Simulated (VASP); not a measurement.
Cu, 1 atom in the cell. The structure is tetragonal, space group I4/mmm (No. 139). The conventional cell has a = 2.864 Å, b = 2.864 Å, c = 2.611 Å, α = 90.00°, β = 90.00°, γ = 90.00°. Cu (site symmetry 4/mmm) has 14 Cu at 2.41 to 2.86 Å within 3.2 Å. 

```yaml
Program: VASP 6.6.1
Task: single point
Functional: LDA
Potentials_or_basis: VASP PAW LDA potentials, release 64 (Cu)
Cutoff: 520 eV
k_mesh: 24 × 24 × 24
Occupations: gaussian, width 0.15 eV
Spin: no spin polarisation
Dipole_correction: no
Further_INCAR_settings: ALGO = Fast; EDIFF = 1e-07; NBANDS = 12
```

Potentials or basis: VASP PAW LDA potentials, release 64 (Cu).

Run with:

```console
$ cat potpaw_LDA.64/Cu/POTCAR > POTCAR
$ mpirun -np 1 vasp_std > vasp.out
```

Hardware: 1 thread of Intel(R) Xeon(R) 6975P-C (Granite Rapids), on a shared host.

Estimate the wall time of this run.

Wall time 68 s on 1 thread of Intel(R) Xeon(R) 6975P-C (Granite Rapids), with other jobs on the host, peak memory 0.23 GiB. Counts: scf iterations 16, k points 1063.
